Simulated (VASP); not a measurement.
# CoO (F-43m) in VASP: further runs, part 2 of 2

VASP 6.6.1. Earlier steps stand in the parts before.

### 4 Single point, PBE, collinear spin, ferromagnetic start (12.10 Å³/atom)

This run uses another cell than the first one, of 12.10 Å³/atom.

File INCAR:

```
PREC = Accurate ; ENCUT = 520
EDIFF = 1E-6 ; ISMEAR = -1
SIGMA = 0.05 ; LREAL = F
LASPH = T ; NELM = 150
ALGO = Normal ; ISIF = 2
LWAVE = F ; LCHARG = T
ISPIN = 2 ; MAGMOM = 3 0
LORBIT = 11 ; LMAXMIX = 4
GGA = PE ; LELF = T
LVHAR = T ; NBANDS = 18
```

File KPOINTS:

```
regular mesh
0
Gamma
  10 10 10
```

File POSCAR:

```
CoO
1.0
    0.0000000000      2.2957989903      2.2957989903
    2.2957989903      0.0000000000      2.2957989903
    2.2957989903      2.2957989903      0.0000000000
Co O
1 1
Direct
    0.0000000000      0.0000000000      0.0000000000
    0.2500000000      0.2500000000      0.2500000000
```

Potentials or basis: VASP PAW PBE potentials, release 64 (Co, O).

Command:

```
$ cat potpaw_PBE.64/Co/POTCAR potpaw_PBE.64/O/POTCAR > POTCAR
$ mpirun -np 1 vasp_std > vasp.out
```

OUTCAR:

```text
PREC = Accurate
   ENCUT = 520
   EDIFF = 1E-6
   ISMEAR = -1
   LREAL = F
   LASPH = T
   NELM = 150
   ISIF = 2
   ISPIN = 2
   LORBIT = 11
   GGA = PE

 ion  position               nearest neighbor table
   1  0.000  0.000  0.000-   2 1.99   2 1.99   2 1.99   2 1.99
   2  0.250  0.250  0.250-   1 1.99   1 1.99   1 1.99   1 1.99

  LATTYP: Found a face centered cubic cell.
 ALAT       =     4.5915979806

  Lattice vectors:

 A1 = (   0.0000000000,   2.2957989903,   2.2957989903)
 A2 = (   2.2957989903,   0.0000000000,   2.2957989903)
 A3 = (   2.2957989903,   2.2957989903,   0.0000000000)

Analysis of symmetry for initial positions (statically):
=====================================================================
 Subroutine PRICEL returns:
 Original cell was already a primitive cell.

 Routine SETGRP: Setting up the symmetry group for a
 face centered cubic supercell.

 Subroutine GETGRP returns: Found 24 space group operations
 (whereof 24 operations were pure point group operations)
[... 699 lines left out ...]
      4       0.8262      1.00000
      5       4.8846      0.99986
      6       4.8848      0.99986
[... 493 lines left out ...]
     17      31.7620      0.00000
     18      33.5458      0.00000

 [... further k-points ...]

------------------------ aborting loop because EDIFF is reached ----------------------------------------

  FORCE on cell =-STRESS in cart. coord.  units (eV):
  Direction    XX          YY          ZZ          XY          YZ          ZX
  --------------------------------------------------------------------------------------
  -------------------------------------------------------------------------------------
  Total       -1.0455788     -1.0455788     -1.0455788     -0.0000000      0.0000000      0.0000000
  in kB      -69.2206680    -69.2206680    -69.2206680     -0.0000000      0.0000000      0.0000000
  external PRESSURE =     -69.2206680 kB  Pullay stress =       0.0000000 kB

 VOLUME and BASIS-vectors are now :
 -----------------------------------------------------------------------------
  energy-cutoff  :      520.00
  volume of cell :       24.20
      direct lattice vectors                 reciprocal lattice vectors
     0.000000000  2.295798990  2.295798990    -0.217789102  0.217789102  0.217789102
     2.295798990  0.000000000  2.295798990     0.217789102 -0.217789102  0.217789102
     2.295798990  2.295798990  0.000000000     0.217789102  0.217789102 -0.217789102

 POSITION                                       TOTAL-FORCE (eV/Angst)
 -----------------------------------------------------------------------------------
      0.00000      0.00000      0.00000        -0.000000     -0.000000     -0.000000
      1.14790      1.14790      1.14790         0.000000      0.000000      0.000000
 -----------------------------------------------------------------------------------
    total drift:                                0.000001      0.000001      0.000001

  FREE ENERGIE OF THE ION-ELECTRON SYSTEM (eV)
  ---------------------------------------------------
  free  energy   TOTEN  =       -13.3454646872 eV

  energy  without entropy=      -13.3322971075  energy(sigma->0) =      -13.33888090

 total charge

# of ion       s       p       d       tot
------------------------------------------
    1        0.327   0.403   7.161   7.892
    2        1.551   3.417   0.000   4.968
--------------------------------------------------
tot          1.878   3.820   7.161  12.860

 magnetization (x)

# of ion       s       p       d       tot
------------------------------------------
    1        0.019   0.047   2.421   2.487
    2        0.021   0.295   0.000   0.316
--------------------------------------------------
tot          0.040   0.342   2.421   2.803
```

stdout:

```text
POSCAR found type information on POSCAR CoO
 POSCAR found :  2 types and       2 ions
 scaLAPACK will be used
 LDA part: xc-table for (Slater+PW92), standard interpolation
 POSCAR, INCAR and KPOINTS ok, starting setup
 FFT: planning ... GRIDC
 FFT: planning ... GRID_SOFT
 FFT: planning ... GRID
 WAVECAR not read
 entering main loop
```

Wall time 19 s (1 thread of Intel Xeon 6975P-C (Granite Rapids), shared host); peak memory 0.17 GiB.

What came out:

* Free energy: -13.3455 eV
* Pressure: -6.9 GPa
* Net moment: 2.90 μB per cell
* Site moments: Co +2.49; O +0.32 μB
* Valence electrons inside the program's atomic spheres: Co 7.89; O 4.97

Levels at points of the mesh, in eV from the Fermi level:
Spin up:
| k point | band 6 | band 7 | band 8 | band 9 | band 10 | band 11 | band 12 | band 13 |
| --- | --- | --- | --- | --- | --- | --- | --- | --- |
| (0.00, 0.00, 0.00) | -2.19 | 0.11 | 0.16 | 0.16 | 0.16 | 13.80 | 13.80 | 13.80 |
| (0.50, 0.00, 0.00) | -2.16 | -2.16 | -0.61 | -0.61 | 5.50 | 6.81 | 13.27 | 13.27 |
| (0.50, 0.50, 0.00) | -1.91 | -1.80 | -1.80 | -1.54 | 5.06 | 9.45 | 10.89 | 13.80 |
Spin down:
```
           k point  band 4  band 5  band 6  band 7  band 8  band 9
(0.00, 0.00, 0.00)   -4.50   -0.44   -0.44    0.65    2.58    2.58
(0.50, 0.00, 0.00)   -4.31   -0.22   -0.22    0.37    1.75    1.75
(0.50, 0.50, 0.00)   -4.08   -0.54   -0.11    0.05    1.03    1.04
```

Caveat: the cell stands under tension; a cell with one magnetic atom can't hold antiferromagnetic order, which such compounds often take; semilocal functionals often make such compounds metallic where correlation or magnetic order opens a gap, which also shifts bond lengths. With open d or f shells a metallic result of PBE can be an artefact of self-interaction; +U or a hybrid may open a gap.

### 5 Single point, PBE, collinear spin, ferromagnetic start (12.36 Å³/atom)

This run uses another cell than the first one, of 12.36 Å³/atom.

File INCAR:

```
PREC = Accurate
ENCUT = 520
EDIFF = 1E-7
ISMEAR = -1
SIGMA = 0.05
LREAL = F
LASPH = T
NELM = 150
ALGO = Normal
ISIF = 2
LWAVE = F
LCHARG = T
ISPIN = 2
MAGMOM = 3 0
LORBIT = 11
LMAXMIX = 4
GGA = PE
LELF = T
LVHAR = T
NBANDS = 18
```

KPOINTS is that of step 4.

File POSCAR:

```
CoO
1.0
    0.0000000000      2.3119671215      2.3119671215
    2.3119671215      0.0000000000      2.3119671215
    2.3119671215      2.3119671215      0.0000000000
Co O
1 1
Direct
    0.0000000000      0.0000000000      0.0000000000
    0.2500000000      0.2500000000      0.2500000000
```

Command:

```
$ cat potpaw_PBE.64/Co/POTCAR potpaw_PBE.64/O/POTCAR > POTCAR
$ mpirun -np 1 vasp_std > vasp.out
```

Wall time 22 s (1 thread of Intel Xeon 6975P-C (Granite Rapids), shared host); peak memory 0.16 GiB.

Results (log left out):

```
Free energy                                           : -13.3207 eV
Pressure                                              : -8.9 GPa
Net moment                                            : 2.93 μB per cell
Site moments                                          : Co +2.51; O +0.32 μB
Valence electrons inside the program's atomic spheres : Co 7.86; O 4.96
```

Levels at points of the mesh, in eV from the Fermi level:
Spin up:
```
           k point  band 6  band 7  band 8  band 9  band 10  band 11  band 12  band 13
(0.00, 0.00, 0.00)   -2.18    0.09    0.11    0.11     0.11    13.65    13.65    13.65
(0.50, 0.00, 0.00)   -2.16   -2.16   -0.64   -0.64     5.41     6.73    13.13    13.13
(0.50, 0.50, 0.00)   -1.91   -1.82   -1.82   -1.54     5.01     9.26    10.80    13.62
```
Spin down:
```csv
k point,band 4,band 5,band 6,band 7,band 8,band 9
"(0.00, 0.00, 0.00)",-4.36,-0.42,-0.42,0.63,2.55,2.55
"(0.50, 0.00, 0.00)",-4.18,-0.21,-0.20,0.40,1.74,1.74
"(0.50, 0.50, 0.00)",-3.96,-0.47,-0.10,0.06,1.05,1.05
```

Caveat: the cell stands under tension; a cell with one magnetic atom can't hold antiferromagnetic order, which such compounds often take; semilocal functionals often make such compounds metallic where correlation or magnetic order opens a gap, which also shifts bond lengths.

### 6 Single point, PBE, collinear spin, ferromagnetic start (12.62 Å³/atom)

This run uses another cell than the first one, of 12.62 Å³/atom.

File INCAR:

```
  PREC = Accurate
  ENCUT = 520
  EDIFF = 1E-6
  ISMEAR = -1
  SIGMA = 0.05
  LREAL = F
  LASPH = T
  NELM = 150
  ALGO = Normal
  ISIF = 2
  LWAVE = F
  LCHARG = F
  ISPIN = 2
  MAGMOM = 3 0
  LORBIT = 11
  LMAXMIX = 4
  GGA = PE
  NBANDS = 18
```

KPOINTS is that of step 5.

File POSCAR:

```
CoO
1.0
    0.0000000000      2.3279122262      2.3279122262
    2.3279122262      0.0000000000      2.3279122262
    2.3279122262      2.3279122262      0.0000000000
Co O
1 1
Direct
    0.0000000000      0.0000000000      0.0000000000
    0.2500000000      0.2500000000      0.2500000000
```

Potentials or basis: VASP PAW PBE potentials, release 64 (Co, O).

Command:

```
$ cat potpaw_PBE.64/Co/POTCAR potpaw_PBE.64/O/POTCAR > POTCAR
$ mpirun -np 1 vasp_std > vasp.out
```

Run time: 16 s. Hardware: 1 thread of Intel Xeon 6975P-C (Granite Rapids), shared host; peak memory 0.16 GiB.

The run converged. Its results:

| Item | Value |
| --- | --- |
| Free energy | -13.2897 eV |
| Pressure | -10.7 GPa |
| Net moment | 2.96 μB per cell |
| Site moments | Co +2.53; O +0.32 μB |
| Valence electrons inside the program's atomic spheres | Co 7.82; O 4.95 |

Levels at points of the mesh, in eV from the Fermi level:
Spin up:
```
           k point  band 6  band 7  band 8  band 9  band 10  band 11  band 12  band 13
(0.00, 0.00, 0.00)   -2.16    0.06    0.06    0.06     0.06    13.50    13.50    13.50
(0.50, 0.00, 0.00)   -2.15   -2.15   -0.66   -0.66     5.32     6.66    12.99    12.99
(0.50, 0.50, 0.00)   -1.90   -1.83   -1.83   -1.54     4.96     9.07    10.72    13.44
```
Spin down:
| k point | band 2 | band 3 | band 4 | band 5 | band 6 | band 7 | band 8 | band 9 | band 10 | band 11 |
| --- | --- | --- | --- | --- | --- | --- | --- | --- | --- | --- |
| (0.00, 0.00, 0.00) | -4.22 | -4.22 | -4.22 | -0.41 | -0.41 | 0.62 | 2.51 | 2.51 | 2.51 | 14.00 |
| (0.50, 0.00, 0.00) | -5.69 | -4.05 | -4.05 | -0.19 | -0.19 | 0.42 | 1.73 | 1.73 | 5.85 | 7.46 |
| (0.50, 0.50, 0.00) | -5.73 | -3.84 | -3.84 | -0.40 | -0.10 | 0.06 | 1.06 | 1.06 | 5.95 | 9.97 |

Caveat: the cell stands under tension; a cell with one magnetic atom can't hold antiferromagnetic order, which such compounds often take; semilocal functionals often make such compounds metallic where correlation or magnetic order opens a gap, which also shifts bond lengths. With open d or f shells a metallic result of PBE can be an artefact of self-interaction; +U or a hybrid may open a gap.

### 7 The runs side by side

| potentials or basis | cell | cutoff (eV) | smearing | gap on the mesh (eV) | pressure (GPa) | moment (μB) |
| --- | --- | --- | --- | --- | --- | --- |
| VASP PAW PBE potentials, release 64 (Co_sv, O) | a = 3.336 Å, angles 60.0°, 2 atoms | 600 | fermi-dirac 0.05 eV | none | -15.4 | 2.99 |
| VASP PAW PBE potentials, release 64 (Co_sv, O) | a = 3.314 Å, angles 60.0°, 2 atoms | 600 | gaussian 0.027 eV | none | -13.9 | 2.99 |
| VASP PAW PBE potentials, release 64 (Co, O) | a = 3.247 Å, angles 60.0°, 2 atoms | 520 | fermi-dirac 0.05 eV | none | -6.9 | 2.90 |
| VASP PAW PBE potentials, release 64 (Co, O) | a = 3.270 Å, angles 60.0°, 2 atoms | 520 | fermi-dirac 0.05 eV | none | -8.9 | 2.93 |
| VASP PAW PBE potentials, release 64 (Co, O) | a = 3.292 Å, angles 60.0°, 2 atoms | 520 | fermi-dirac 0.05 eV | none | -10.7 | 2.96 |

Alike in all rows: task single point; level PBE; spin collinear, ferromagnetic start; k mesh 10 × 10 × 10.

Caveats: the cell stands under tension; a cell with one magnetic atom can't hold antiferromagnetic order, which such compounds often take; semilocal functionals often make such compounds metallic where correlation or magnetic order opens a gap, which also shifts bond lengths.

Absolute energies hang on the potentials; compare differences alone.
